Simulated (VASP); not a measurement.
# NiSb (P6_3/mmc) in VASP: single point with LDA+U

Aim: the single point of NiSb with LDA+U.

Everything below comes from runs of VASP 6.6.1. Logs are shortened: lines on timing, memory, paths and dates and some standing lists are left out, and cuts for length are marked.

## (1) The cell of the first run

The structure is hexagonal, space group P6_3/mmc (No. 194). The conventional cell has a = 3.966 Å, b = 3.966 Å, c = 5.174 Å, α = 90.00°, β = 90.00°, γ = 120.00°. Within 3.4 Å of Ni (site symmetry -3m) lie 2 Ni at 2.59 Å and 6 Sb at 2.63 Å. Within 3.5 Å of Sb (site symmetry -6m2) lie 6 Ni at 2.63 Å and 6 Sb at 3.45 Å.

## (2) Single point, LDA+U

File INCAR:

```
  PREC = Accurate
  ENCUT = 600
  EDIFF = 1E-6
  ISMEAR = 0
  SIGMA = 0.1
  LREAL = F
  LASPH = T
  NELM = 200
  ALGO = Normal
  ISIF = 2
  LWAVE = F
  LCHARG = F
  LMAXMIX = 4
  LDAU = T
  LDAUTYPE = 2
  LDAUL = 2 -1
  LDAUU = 3.6 0
  LDAUJ = 0 0
  LDAUPRINT = 1
  NBANDS = 23
  GGA_COMPAT = F
```

File KPOINTS:

```
regular mesh
0
Gamma
  3 3 2
```

File POSCAR:

```
NiSb
1.0
    3.9660934360      0.0000000000      0.0000000000
   -1.9830467180      3.4347376694      0.0000000000
    0.0000000000      0.0000000000      5.1740407271
Ni Sb
2 2
Direct
    0.0000000000      0.0000000000      0.0000000000
    0.0000000000      0.0000000000      0.5000000000
    0.3333333333      0.6666666667      0.2500000000
    0.6666666667      0.3333333333      0.7500000000
```

Potentials or basis: VASP PAW LDA potentials, release 64 (Ni, Sb).

Command:

```sh
> cat potpaw_LDA.64/Ni/POTCAR potpaw_LDA.64/Sb/POTCAR > POTCAR
> mpirun -np 1 vasp_std > vasp.out
```

OUTCAR:

```text
PREC = Accurate
   ENCUT = 600
   EDIFF = 1E-6
   ISMEAR = 0
   LREAL = F
   LASPH = T
   NELM = 200
   ISIF = 2

 ion  position               nearest neighbor table
   1  0.000  0.000  0.000-   2 2.59   2 2.59   4 2.63   3 2.63   4 2.63   3 2.63   4 2.63   3 2.63

   2  0.000  0.000  0.500-   1 2.59   1 2.59   4 2.63   3 2.63   4 2.63   3 2.63   4 2.63   3 2.63

   3  0.333  0.667  0.250-   1 2.63   2 2.63   1 2.63   2 2.63   1 2.63   2 2.63   4 3.45   4 3.45
                             4 3.45   4 3.45   4 3.45   4 3.45
   4  0.667  0.333  0.750-   1 2.63   2 2.63   1 2.63   2 2.63   1 2.63   2 2.63   3 3.45   3 3.45
                             3 3.45   3 3.45   3 3.45   3 3.45

  LATTYP: Found a hexagonal cell.
 ALAT       =     3.9660934360
 C/A-ratio  =     1.3045685410

  Lattice vectors:

 A1 = (   3.9660934360,   0.0000000000,   0.0000000000)
 A2 = (  -1.9830467180,   3.4347376694,   0.0000000000)
 A3 = (   0.0000000000,   0.0000000000,   5.1740407271)

Analysis of symmetry for initial positions (statically):
=====================================================================
 Subroutine PRICEL returns:
 Original cell was already a primitive cell.

 Routine SETGRP: Setting up the symmetry group for a
 hexagonal supercell.

 Subroutine GETGRP returns: Found 24 space group operations
 (whereof 12 operations were pure point group operations)
 out of a pool of 24 trial point group operations.

The static configuration has the point symmetry D_3d.
 The point group associated with its full space group is D_6h.

Analysis of symmetry for dynamics (positions and initial velocities):
=====================================================================
 Subroutine PRICEL returns:
 Original cell was already a primitive cell.

 Routine SETGRP: Setting up the symmetry group for a
 hexagonal supercell.
[... 166 lines left out ...]

atom =   2  type =  1  l = 2

 onsite density matrix

spin component  1

  0.8753  0.0000 -0.0000 -0.0437 -0.0000
  0.0000  0.8524 -0.0000  0.0000 -0.0437
 -0.0000 -0.0000  0.8925  0.0000  0.0000
 -0.0437  0.0000  0.0000  0.8524  0.0000
 -0.0000 -0.0437  0.0000  0.0000  0.8753

spin component  2

  0.8753  0.0000 -0.0000 -0.0437 -0.0000
  0.0000  0.8524 -0.0000  0.0000 -0.0437
 -0.0000 -0.0000  0.8925  0.0000  0.0000
 -0.0437  0.0000  0.0000  0.8524  0.0000
 -0.0000 -0.0437  0.0000  0.0000  0.8753

 occupancies and eigenvectors

  o =  0.8187  v = -0.6109  0.0000 -0.0000 -0.7917 -0.0000  0.0000  0.0000  0.0000  0.0000  0.0000      0.0000  0.0000  0.0000  0.0000  0.0000  0.0000  0.0000  0.0000  0.0000  0.0000
  o =  0.8187  v =  0.0000  0.0000  0.0000  0.0000  0.0000 -0.6109  0.0000 -0.0000 -0.7917 -0.0000      0.0000  0.0000  0.0000  0.0000  0.0000  0.0000  0.0000  0.0000  0.0000  0.0000
  o =  0.8187  v =  0.0000 -0.7917  0.0000  0.0000 -0.6109  0.0000  0.0000  0.0000  0.0000  0.0000      0.0000  0.0000  0.0000  0.0000  0.0000  0.0000  0.0000  0.0000  0.0000  0.0000
  o =  0.8187  v =  0.0000  0.0000  0.0000  0.0000  0.0000  0.0000 -0.7917  0.0000  0.0000 -0.6109      0.0000  0.0000  0.0000  0.0000  0.0000  0.0000  0.0000  0.0000  0.0000  0.0000
  o =  0.8925  v =  0.0000  0.0000  1.0000 -0.0000 -0.0000  0.0000  0.0000  0.0000  0.0000  0.0000      0.0000  0.0000  0.0000  0.0000  0.0000  0.0000  0.0000  0.0000  0.0000  0.0000
  o =  0.8925  v =  0.0000  0.0000  0.0000  0.0000  0.0000  0.0000  0.0000  1.0000 -0.0000 -0.0000      0.0000  0.0000  0.0000  0.0000  0.0000  0.0000  0.0000  0.0000  0.0000  0.0000
  o =  0.9090  v = -0.7917  0.0000  0.0000  0.6109  0.0000  0.0000  0.0000  0.0000  0.0000  0.0000      0.0000  0.0000  0.0000  0.0000  0.0000  0.0000  0.0000  0.0000  0.0000  0.0000
  o =  0.9090  v =  0.0000  0.0000  0.0000  0.0000  0.0000 -0.7917  0.0000  0.0000  0.6109  0.0000      0.0000  0.0000  0.0000  0.0000  0.0000  0.0000  0.0000  0.0000  0.0000  0.0000
  o =  0.9090  v =  0.0000  0.0000  0.0000  0.0000  0.0000  0.0000 -0.6109  0.0000 -0.0000  0.7917      0.0000  0.0000  0.0000  0.0000  0.0000  0.0000  0.0000  0.0000  0.0000  0.0000
  o =  0.9090  v =  0.0000 -0.6109  0.0000 -0.0000  0.7917  0.0000  0.0000  0.0000  0.0000  0.0000      0.0000  0.0000  0.0000  0.0000  0.0000  0.0000  0.0000  0.0000  0.0000  0.0000

 number of electron      30.0000014 magnetization

 Free energy of the ion-electron system (eV)
  ---------------------------------------------------
  ext. energy  EPLUGINS =         0.00000000
  ---------------------------------------------------
  free energy    TOTEN  =       -19.54257322 eV

  energy without entropy =      -19.52969400  energy(sigma->0) =      -19.53613361

 E-fermi :   9.5144     XC(G=0): -11.5680

 val. band max:        9.4444252557   @ k =   0.0000   0.0000   0.5000
 cond. band min:       9.8038146053   @ k =   0.3333   0.3333   0.0000
 fundamental gap:      0.3593893496
 Fermi energy:         9.5143839832

 k-point     1 :       0.0000    0.0000    0.0000
  band No.  band energies     occupation
      1      -3.3437      2.00000
      2       0.9581      2.00000
      3       3.2873      2.00000
      4       5.2956      2.00000
      5       5.2956      2.00000
      6       5.8408      2.00000
[... 145 lines left out ...]
     22      17.0064      0.00000
     23      17.7017      0.00000

------------------------ aborting loop because EDIFF is reached ----------------------------------------

  FORCE on cell =-STRESS in cart. coord.  units (eV):
  Direction    XX          YY          ZZ          XY          YZ          ZX
  --------------------------------------------------------------------------------------
  -------------------------------------------------------------------------------------
  Total       -4.8010205     -4.8010205     -2.6158020      0.0000000      0.0000000      0.0000000
  in kB     -109.1334239   -109.1334239    -59.4605742      0.0000000      0.0000000      0.0000000
  external PRESSURE =     -92.5758074 kB  Pullay stress =       0.0000000 kB

 VOLUME and BASIS-vectors are now :
 -----------------------------------------------------------------------------
  energy-cutoff  :      600.00
  volume of cell :       70.48
      direct lattice vectors                 reciprocal lattice vectors
     3.966093436  0.000000000  0.000000000     0.252137277  0.145571525  0.000000000
    -1.983046718  3.434737669  0.000000000     0.000000000  0.291143050  0.000000000
     0.000000000  0.000000000  5.174040727     0.000000000  0.000000000  0.193272541

 POSITION                                       TOTAL-FORCE (eV/Angst)
 -----------------------------------------------------------------------------------
      0.00000      0.00000      0.00000         0.000000      0.000000      0.000000
      0.00000      0.00000      2.58702         0.000000      0.000000      0.000000
     -0.00000      2.28983      1.29351         0.000000     -0.000000      0.000000
      1.98305      1.14491      3.88053        -0.000000      0.000000      0.000000
 -----------------------------------------------------------------------------------
    total drift:                                0.000000     -0.000000      0.000000

  FREE ENERGIE OF THE ION-ELECTRON SYSTEM (eV)
  ---------------------------------------------------
  free  energy   TOTEN  =       -19.5425732222 eV

  energy  without entropy=      -19.5296940022  energy(sigma->0) =      -19.53613361
```

OSZICAR:

```text
N       E                     dE             d eps       ncg     rms          rms(c)
DAV:   1     0.175808942630E+03    0.17581E+03   -0.13643E+04   276   0.151E+03
DAV:   2    -0.928813337787E+01   -0.18510E+03   -0.17663E+03   290   0.287E+02
DAV:   3    -0.199267995356E+02   -0.10639E+02   -0.10364E+02   318   0.885E+01
DAV:   4    -0.201333560031E+02   -0.20656E+00   -0.20628E+00   340   0.113E+01
DAV:   5    -0.201397758383E+02   -0.64198E-02   -0.64182E-02   319   0.198E+00    0.934E+00
DAV:   6    -0.203496690810E+02   -0.20989E+00   -0.51141E+00   325   0.416E+01    0.741E+00
DAV:   7    -0.196106668726E+02    0.73900E+00   -0.24028E+00   339   0.320E+01    0.377E+00
DAV:   8    -0.195459856665E+02    0.64681E-01   -0.38990E-01   311   0.625E+00    0.533E-01
DAV:   9    -0.195425287934E+02    0.34569E-02   -0.14578E-02   382   0.151E+00    0.243E-01
DAV:  10    -0.195425943147E+02   -0.65521E-04   -0.34759E-03   311   0.601E-01    0.164E-01
DAV:  11    -0.195425712298E+02    0.23085E-04   -0.70491E-04   365   0.477E-01    0.545E-02
DAV:  12    -0.195425761326E+02   -0.49028E-05   -0.16637E-04   326   0.134E-01    0.402E-02
DAV:  13    -0.195425731920E+02    0.29407E-05   -0.13515E-05   345   0.318E-02    0.496E-03
DAV:  14    -0.195425732222E+02   -0.30251E-07   -0.23838E-06   242   0.222E-02
   1 F= -.19542573E+02 E0= -.19536134E+02  d E =-.128792E-01
```

Run time: 38 s. Hardware: 1 thread of AMD EPYC 7R43 (Zen 3), shared host; peak memory 0.13 GiB.

Results:

```
Free energy            : -19.5426 eV
Pressure               : -9.3 GPa
Band gap on the k mesh : zero (bands 15 and 16 overlap by 3.61 eV)
```

Stress tensor (GPa, compression positive):
```
-10.91   0.00   0.00
  0.00 -10.91   0.00
  0.00   0.00  -5.95
```

Levels at points of the mesh, in eV from the Fermi level:
```tsv
k point	band 13	band 14	band 15	band 16	band 17	band 18
(0.00, 0.00, 0.00)	-0.60	0.52	0.52	2.12	2.12	3.03
(0.00, 0.00, 0.50)	-0.07	-0.07	1.81	1.81	1.81	1.81
```

Eigenvalues of the final occupation matrices:
```
    site  spin  trace               eigenvalues
site 1 d     1   4.35  0.82 0.82 0.89 0.91 0.91
site 1 d     2   4.35  0.82 0.82 0.89 0.91 0.91
site 2 d     1   4.35  0.82 0.82 0.89 0.91 0.91
site 2 d     2   4.35  0.82 0.82 0.89 0.91 0.91
```

Caveat: the k points lie up to 0.61 Å⁻¹ apart, too coarse for converged energies and pressures of a metal; spin-orbit coupling is left out, which moves the levels of the heavy elements; U without spin polarisation on a metal has little footing; the U is typed as a test and isn't derived for this compound. Spin polarisation is off, so any magnetic state and its effect on volume and gap are missing.
